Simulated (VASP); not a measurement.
# KCl (Fm-3m) in VASP: further runs

The runs below take KCl through single point, with HSE06, PBE.

All numbers are computed with VASP 6.6.1; they aren't measurements. Logs are shortened: lines on timing, memory, paths and dates and some standing lists are left out, and cuts for length are marked.

## Step 1: The cell of the first run

Symmetry: Fm-3m, No. 225, cubic system. Conventional cell: a = 6.290 Å, b = 6.290 Å, c = 6.290 Å, α = 90.00°, β = 90.00°, γ = 90.00°. Within 4.1 Å of K (site symmetry m-3m) lie 6 Cl at 3.14 Å. Within 4.1 Å of Cl (site symmetry m-3m) lie 6 K at 3.14 Å.

## Step 2: Single point, HSE06

The input, POSCAR:

```
KCl
1.0
    0.0000000000      3.1448483099      3.1448483099
    3.1448483099      0.0000000000      3.1448483099
    3.1448483099      3.1448483099      0.0000000000
K Cl
1 1
Direct
    0.0000000000      0.0000000000      0.0000000000
    0.5000000000      0.5000000000      0.5000000000
```

The input, INCAR.step1:

```
ALGO = Normal
EDIFF = 1E-5
ENCUT = 520
GGA = PE
ISIF = 2
ISMEAR = 0
LASPH = True
LREAL = False
LWAVE = True
NBANDS = 15
NELM = 80
PREC = Accurate
SIGMA = 0.01
```

The input, INCAR.step2:

```
ALGO = Normal
EDIFF = 1E-6
ENCUT = 520
GGA = PE
HFSCREEN = 0.2079
ISIF = 2
ISMEAR = 0
ISTART = 1
LASPH = True
LCHARG = True
LELF = True
LHFCALC = True
LREAL = False
LVHAR = True
LWAVE = False
NBANDS = 15
NELM = 80
PREC = Accurate
PRECFOCK = Normal
SIGMA = 0.01
```

The input, KPOINTS:

```
k-points
0
Gamma
  6 6 6
```

Potentials or basis: VASP PAW PBE potentials, release 64 (K_sv, Cl).

The run is started by

```sh
> cat potpaw_PBE.64/K_sv/POTCAR potpaw_PBE.64/Cl/POTCAR > POTCAR
> cp INCAR.step1 INCAR
> mpirun -np 1 vasp_std > vasp.out
> cp INCAR.step2 INCAR
> mpirun -np 1 vasp_std > vasp.out
```

OUTCAR:

```text
EDIFF = 1E-6
   ENCUT = 520
   GGA = PE
   HFSCREEN = 0.2079
   ISIF = 2
   ISMEAR = 0
   ISTART = 1
   LASPH = True
   LHFCALC = True
   LREAL = False
   NELM = 80
   PREC = Accurate
   PRECFOCK = Normal

 ion  position               nearest neighbor table
   1  0.000  0.000  0.000-   2 3.14   2 3.14   2 3.14   2 3.14   2 3.14   2 3.14
   2  0.500  0.500  0.500-   1 3.14   1 3.14   1 3.14   1 3.14   1 3.14   1 3.14

  LATTYP: Found a face centered cubic cell.
 ALAT       =     6.2896966198

  Lattice vectors:

 A1 = (   0.0000000000,   3.1448483099,   3.1448483099)
 A2 = (   3.1448483099,   0.0000000000,   3.1448483099)
 A3 = (   3.1448483099,   3.1448483099,   0.0000000000)

Analysis of symmetry for initial positions (statically):
=====================================================================
 Subroutine PRICEL returns:
 Original cell was already a primitive cell.

 Routine SETGRP: Setting up the symmetry group for a
 face centered cubic supercell.

 Subroutine GETGRP returns: Found 48 space group operations
 (whereof 48 operations were pure point group operations)
 out of a pool of 48 trial point group operations.

The static configuration has the point symmetry O_h .

Analysis of symmetry for dynamics (positions and initial velocities):
=====================================================================
 Subroutine PRICEL returns:
 Original cell was already a primitive cell.

 Routine SETGRP: Setting up the symmetry group for a
 face centered cubic supercell.

 Subroutine GETGRP returns: Found 48 space group operations
 (whereof 48 operations were pure point group operations)
 out of a pool of 48 trial point group operations.

The dynamic configuration has the point symmetry O_h .

 Subroutine INISYM returns: Found 48 space group operations
 (whereof 48 operations are pure point group operations),
 and found     1 'primitive' translations

----------------------------------------------------------------------------------------

                                     Primitive cell

  volume of cell :      62.2055

  direct lattice vectors                    reciprocal lattice vectors
     0.000000000  3.144848310  3.144848310    -0.158990180  0.158990180  0.158990180
     3.144848310  0.000000000  3.144848310     0.158990180 -0.158990180  0.158990180
     3.144848310  3.144848310  0.000000000     0.158990180  0.158990180 -0.158990180

  length of vectors
     4.447487131  4.447487131  4.447487131     0.275379070  0.275379070  0.275379070

  position of ions in fractional coordinates (direct lattice)
     0.000000000  0.000000000  0.000000000
     0.500000000  0.500000000  0.500000000

  ion indices of the primitive-cell ions
   primitive index   ion index
                 1           1
                 2           2

----------------------------------------------------------------------------------------

 KPOINTS: k-points

Automatic generation of k-mesh.
 Grid dimensions read from file:
 generate k-points for:    6    6    6

 Generating k-lattice:

  Cartesian coordinates                     Fractional coordinates (reciprocal lattice)
    -0.026498363  0.026498363  0.026498363     0.166666667  0.000000000  0.000000000
     0.026498363 -0.026498363  0.026498363     0.000000000  0.166666667  0.000000000
     0.026498363  0.026498363 -0.026498363     0.000000000  0.000000000  0.166666667

  Length of vectors
     0.045896512  0.045896512  0.045896512

  Shift w.r.t. Gamma in fractional coordinates (k-lattice)
     0.000000000  0.000000000  0.000000000

 Subroutine IBZKPT returns following result:
 ===========================================

 Found     16 irreducible k-points:

 Following reciprocal coordinates:
            Coordinates               Weight
  0.000000  0.000000  0.000000      1.000000
  0.166667  0.000000  0.000000      8.000000
  0.333333  0.000000  0.000000      8.000000
  0.500000  0.000000  0.000000      4.000000
  0.166667  0.166667  0.000000      6.000000
  0.333333  0.166667  0.000000     24.000000
[... 8 lines left out ...]
 -0.333333  0.333333  0.166667     24.000000
 -0.333333  0.500000  0.166667     12.000000
   k-points           NKPTS =     16   k-points in BZ     NKDIM =    216   number of bands    NBANDS=     15
   number of dos      NEDOS =    301   number of ions     NIONS =      2
   total plane-waves  NPLWV =  46656
   dimension x,y,z NGX =    36 NGY =   36 NGZ =   36
   dimension x,y,z NGXF=    72 NGYF=   72 NGZF=   72
   ions per type =               1   1
   NGX,Y,Z   is equivalent  to a cutoff of  13.46, 13.46, 13.46 a.u.
   NGXF,Y,Z  is equivalent  to a cutoff of  26.91, 26.91, 26.91 a.u.
 SYSTEM =  unknown system
   PREC   = accura    normal or accurate (medium, high low for compatibility)
   ISTART =      1    job   : 0-new  1-cont  2-samecut
   ICHARG =      0    charge: 1-file 2-atom 10-const
   ISPIN  =      1    spin polarized calculation?
   LNONCOLLINEAR =      F non collinear calculations
   LSORBIT =      F    spin-orbit coupling
   LASPH  =      T    aspherical Exc in radial PAW
   ENCUT  =  520.0 eV  38.22 Ry    6.18 a.u.   8.27  8.27  8.27*2*pi/ulx,y,z
   NELM   =     80;   NELMIN=  2; NELMDL=  0     # of ELM steps
   EDIFF  = 0.1E-05   stopping-criterion for ELM
   LREAL  =      F    real-space projection
   EDIFFG = 0.1E-04   stopping-criterion for IOM
   NSW    =      0    number of steps for IOM
   IBRION =     -1    ionic relax: 0-MD 1-quasi-New 2-CG
   NFREE  =      0    steps in history (QN), initial steepest desc. (CG)
   ISIF   =      2    stress and relaxation
   ISYM   =      3    0-nonsym 1-usesym 2-fastsym
   POTIM  = 0.5000    time-step for ionic-motion
   TEBEG  =    0.0;   TEEND  =   0.0 temperature during run
   PSTRESS=    0.0 pullay stress
   NELECT =      16.0000    total number of electrons
   NUPDOWN=      -1.0000    fix difference up-down
   EMIN   =  10.00;   EMAX   =-10.00  energy-range for DOS
   EFERMI =   0.00;   METHOD = LEGACY
   ISMEAR =     0;   SIGMA  =   0.01  broadening in eV -4-tet -1-fermi 0-gaus
   EFERMI_NEDOS =   21; number of points for ismear=-14 and -15
   IALGO  =     38    algorithm
   IMIX   =      1    mixing-type and parameters
     AMIX     =   0.40;   BMIX     =  1.00
     AMIX_MAG =   1.60;   BMIX_MAG =  1.00
  volume/ion in A,a.u.               =      31.10       209.89
  Fermi-wavevector in a.u.,A,eV,Ry     =   1.041130  1.967451 14.748069  1.083952
  Thomas-Fermi vector in A             =   2.175737
   LORBIT       =      0    0 simple, 1 ext, 2 COOP (PROOUT), +10 PAW based schemes
   GGA     = PE    functional components
   LHFCALC =     T    Hartree Fock is set to
   PRECFOCK=normal    Normal, Fast or Accurate (Low or Medium for compatibility)
   ENCUT4O =  -1.0   cutoff for four orbital integrals eV
   NKREDX  =     1    reduce k-point grid by
   NKREDY  =     1    reduce k-point grid by
   NKREDZ  =     1    reduce k-point grid by
   AEXX    =    0.2500 exact exchange contribution
   HFSCREEN=    0.2079 screening length (either q_TF or 0.3 A-1)
   HFSCREENC=   0.2079 screening length for correlation (either q_TF or 0.3 A-1)
   ENCUTFOCK=  -1.0 apply spherical cutoff to Coloumb kernel
   IVDW    =     0    specifies the selected vdW correction
   LEPSILON=     F    determine dielectric tensor
   LRPA    =     F    only Hartree local field effects (RPA)
 non-spin polarized calculation
 Gauss-broadening in eV      SIGMA  =   0.01
  energy-cutoff  :      520.00
  volume of cell :       62.21
 maximum number of plane-waves:      1694
 NGX is ok and might be reduce to    36
  NGX = 28; NGY = 28; NGZ = 28

 number of electron      16.0000001 magnetization

 Free energy of the ion-electron system (eV)
  ---------------------------------------------------
  ext. energy  EPLUGINS =         0.00000000
  ---------------------------------------------------
  free energy    TOTEN  =        -7.86512557 eV

  energy without entropy =       -7.86512557  energy(sigma->0) =       -7.86512557

 E-fermi :  -2.6732     XC(G=0):  -6.3142

 val. band max:       -2.8251660046   @ k =   0.0000   0.0000   0.0000
 cond. band min:       3.6762354045   @ k =   0.0000   0.0000   0.0000
 fundamental gap:      6.5014014091
 Fermi energy:        -2.6731622923

 k-point     1 :       0.0000    0.0000    0.0000
  band No.  band energies     occupation
      1     -32.0822      2.00000
      2     -16.0902      2.00000
      3     -14.1907      2.00000
      4     -14.1907      2.00000
      5     -14.1907      2.00000
      6      -2.8252      2.00000
      7      -2.8252      2.00000
      8      -2.8252      2.00000
      9       3.6762      0.00000
     10       7.0907      0.00000
     11       7.0907      0.00000
     12       7.0907      0.00000
     13       8.0990      0.00000
     14       8.0990      0.00000
     15      11.4287      0.00000

 k-point     2 :       0.1667    0.0000    0.0000
  band No.  band energies     occupation
      1     -32.0794      2.00000
      2     -16.1322      2.00000
      3     -14.1924      2.00000
      4     -14.1924      2.00000
      5     -14.1314      2.00000
      6      -3.1443      2.00000
      7      -2.9132      2.00000
      8      -2.9132      2.00000
      9       4.3232      0.00000
     10       6.8663      0.00000
     11       7.4577      0.00000
     12       7.4577      0.00000
     13       8.4900      0.00000
     14       8.4900      0.00000
     15      12.5169      0.00000
[... 221 lines left out ...]
      3     -14.2694      2.00000
      4     -14.2510      2.00000
      5     -14.0859      2.00000
      6      -3.5723      2.00000
      7      -3.2879      2.00000
      8      -3.1977      2.00000
      9       6.5271      0.00000
     10       6.8100      0.00000
     11       8.4606      0.00000
     12       8.8986      0.00000
     13      10.2183      0.00000
     14      10.8010      0.00000
     15      10.8878      0.00000

 k-point    16 :      -0.3333    0.5000    0.1667
  band No.  band energies     occupation
      1     -32.0677      2.00000
      2     -16.0439      2.00000
      3     -14.3154      2.00000
      4     -14.2708      2.00000
      5     -14.1422      2.00000
      6      -3.4331      2.00000
      7      -3.2692      2.00000
      8      -3.2060      2.00000
      9       5.8229      0.00000
     10       7.5575      0.00000
     11       7.7697      0.00000
     12       9.0703      0.00000
     13       9.9322      0.00000
     14      10.8416      0.00000
     15      11.2847      0.00000

------------------------ aborting loop because EDIFF is reached ----------------------------------------

  FORCE on cell =-STRESS in cart. coord.  units (eV):
  Direction    XX          YY          ZZ          XY          YZ          ZX
  --------------------------------------------------------------------------------------
  -------------------------------------------------------------------------------------
  Total        0.1994197      0.1994197      0.1994197      0.0000000      0.0000000      0.0000000
  in kB        5.1362907      5.1362907      5.1362907      0.0000000      0.0000000      0.0000000
  external PRESSURE =       5.1362907 kB  Pullay stress =       0.0000000 kB

 VOLUME and BASIS-vectors are now :
 -----------------------------------------------------------------------------
  energy-cutoff  :      520.00
  volume of cell :       62.21
      direct lattice vectors                 reciprocal lattice vectors
     0.000000000  3.144848310  3.144848310    -0.158990180  0.158990180  0.158990180
     3.144848310  0.000000000  3.144848310     0.158990180 -0.158990180  0.158990180
     3.144848310  3.144848310  0.000000000     0.158990180  0.158990180 -0.158990180

 POSITION                                       TOTAL-FORCE (eV/Angst)
 -----------------------------------------------------------------------------------
      0.00000      0.00000      0.00000         0.000000      0.000000      0.000000
      3.14485      3.14485      3.14485        -0.000000     -0.000000     -0.000000
 -----------------------------------------------------------------------------------
    total drift:                                0.000000      0.000000      0.000000

  FREE ENERGIE OF THE ION-ELECTRON SYSTEM (eV)
  ---------------------------------------------------
  free  energy   TOTEN  =        -7.8651255679 eV

  energy  without entropy=       -7.8651255679  energy(sigma->0) =       -7.86512557
```

Run time: 44 min. Hardware: 1 thread of AMD EPYC 7R13 (Zen 3), shared host; peak memory 0.3 GiB.

Results:

```
Free energy            : -7.8651 eV
Pressure               : 0.5 GPa
Band gap on the k mesh : 6.50 eV, direct
```

Caveat: the PAW data sets were made with another functional, which shifts forces and pressure a little.

## Step 3: Single point, PBE

The input, INCAR:

```
SYSTEM = KCl
PREC = Accurate
ENCUT = 520
EDIFF = 1E-7
ISMEAR = 0
SIGMA = 0.01
LREAL = .FALSE.
LASPH = .TRUE.
NELM = 100
ALGO = Normal
ISIF = 2
LWAVE = .FALSE.
LCHARG = .FALSE.
GGA = PE
NBANDS = 15
```

The input, KPOINTS:

```
regular mesh
0
G
  4 4 4
  0 0 0
```

POSCAR is that of step 2.

Potentials or basis: VASP PAW PBE potentials, release 64 (K_sv, Cl).

The run is started by

```sh
> cat potpaw_PBE.64/K_sv/POTCAR potpaw_PBE.64/Cl/POTCAR > POTCAR
> mpirun -np 1 vasp_std > vasp.out
```

OUTCAR:

```text
SYSTEM = KCl
   PREC = Accurate
   ENCUT = 520
   EDIFF = 1E-7
   ISMEAR = 0
   LREAL = .FALSE.
   LASPH = .TRUE.
   NELM = 100
   ISIF = 2
   GGA = PE

 ion  position               nearest neighbor table
   1  0.000  0.000  0.000-   2 3.14   2 3.14   2 3.14   2 3.14   2 3.14   2 3.14
   2  0.500  0.500  0.500-   1 3.14   1 3.14   1 3.14   1 3.14   1 3.14   1 3.14

  LATTYP: Found a face centered cubic cell.
 ALAT       =     6.2896966198

  Lattice vectors:

 A1 = (   0.0000000000,   3.1448483099,   3.1448483099)
 A2 = (   3.1448483099,   0.0000000000,   3.1448483099)
[... 312 lines left out ...]

  FORCE on cell =-STRESS in cart. coord.  units (eV):
  Direction    XX          YY          ZZ          XY          YZ          ZX
  --------------------------------------------------------------------------------------
  -------------------------------------------------------------------------------------
  Total        0.3153137      0.3153137      0.3153137     -0.0000000     -0.0000000      0.0000000
  in kB        8.1212776      8.1212776      8.1212776     -0.0000000     -0.0000000      0.0000000
  external PRESSURE =       8.1212776 kB  Pullay stress =       0.0000000 kB

 VOLUME and BASIS-vectors are now :
 -----------------------------------------------------------------------------
  energy-cutoff  :      520.00
  volume of cell :       62.21
      direct lattice vectors                 reciprocal lattice vectors
     0.000000000  3.144848310  3.144848310    -0.158990180  0.158990180  0.158990180
     3.144848310  0.000000000  3.144848310     0.158990180 -0.158990180  0.158990180
     3.144848310  3.144848310  0.000000000     0.158990180  0.158990180 -0.158990180

 POSITION                                       TOTAL-FORCE (eV/Angst)
 -----------------------------------------------------------------------------------
      0.00000      0.00000      0.00000        -0.000000     -0.000000     -0.000000
      3.14485      3.14485      3.14485         0.000000      0.000000      0.000000
 -----------------------------------------------------------------------------------
    total drift:                                0.000000      0.000000      0.000000

  FREE ENERGIE OF THE ION-ELECTRON SYSTEM (eV)
  ---------------------------------------------------
  free  energy   TOTEN  =        -6.8032061333 eV

  energy  without entropy=       -6.8032061333  energy(sigma->0) =       -6.80320613
```

OSZICAR:

```text
N       E                     dE             d eps       ncg     rms          rms(c)
DAV:   1     0.994237287487E+02    0.99424E+02   -0.70663E+03   240   0.955E+02
DAV:   2    -0.750489590947E+00   -0.10017E+03   -0.92662E+02   311   0.233E+02
DAV:   3    -0.686898890119E+01   -0.61185E+01   -0.60838E+01   338   0.511E+01
DAV:   4    -0.709248462651E+01   -0.22350E+00   -0.22344E+00   389   0.863E+00
DAV:   5    -0.709425328547E+01   -0.17687E-02   -0.17686E-02   331   0.860E-01    0.334E+00
DAV:   6    -0.680402639548E+01    0.29023E+00   -0.42237E-01   296   0.327E+00    0.272E+00
DAV:   7    -0.678974203693E+01    0.14284E-01   -0.11443E-01   317   0.185E+00    0.158E+00
DAV:   8    -0.680201261232E+01   -0.12271E-01   -0.16891E-02   301   0.964E-01    0.204E-01
DAV:   9    -0.680253806956E+01   -0.52546E-03   -0.90065E-04   317   0.183E-01    0.104E-01
DAV:  10    -0.680319941805E+01   -0.66135E-03   -0.72738E-04   254   0.165E-01    0.252E-02
DAV:  11    -0.680320240497E+01   -0.29869E-05   -0.22227E-05   333   0.287E-02    0.466E-03
DAV:  12    -0.680320574957E+01   -0.33446E-05   -0.53761E-06   261   0.163E-02    0.638E-03
DAV:  13    -0.680320596535E+01   -0.21578E-06   -0.59648E-07   317   0.424E-03    0.140E-03
DAV:  14    -0.680320613106E+01   -0.16571E-06   -0.13752E-07   246   0.224E-03    0.511E-04
DAV:  15    -0.680320613334E+01   -0.22762E-08   -0.27184E-09   162   0.358E-04
   1 F= -.68032061E+01 E0= -.68032061E+01  d E =-.202930E-85
```

It took 12 s on 1 thread of Intel Xeon Platinum 8175M at 2.50GHz (Skylake/Cascade Lake), shared host; peak memory 0.2 GiB.

Results:

* Free energy: -6.8032 eV
* Pressure: 0.8 GPa
* Band gap on the k mesh: 5.19 eV, direct

Levels at points of the mesh, in eV from the valence-band top:
| k point | band 5 | band 6 | band 7 | band 8 | band 9 | band 10 | band 11 | band 12 |
| --- | --- | --- | --- | --- | --- | --- | --- | --- |
| (0.00, 0.00, 0.00) | -10.66 | 0.00 | 0.00 | 0.00 | 5.19 | 8.38 | 8.38 | 8.38 |
| (0.50, 0.00, 0.00) | -10.41 | -1.06 | -0.33 | -0.33 | 7.60 | 8.61 | 10.53 | 10.53 |
| (0.50, 0.50, 0.00) | -10.71 | -0.66 | -0.22 | -0.22 | 6.53 | 8.36 | 10.08 | 10.24 |

Caveat: the k points lie up to 0.43 Å⁻¹ apart.
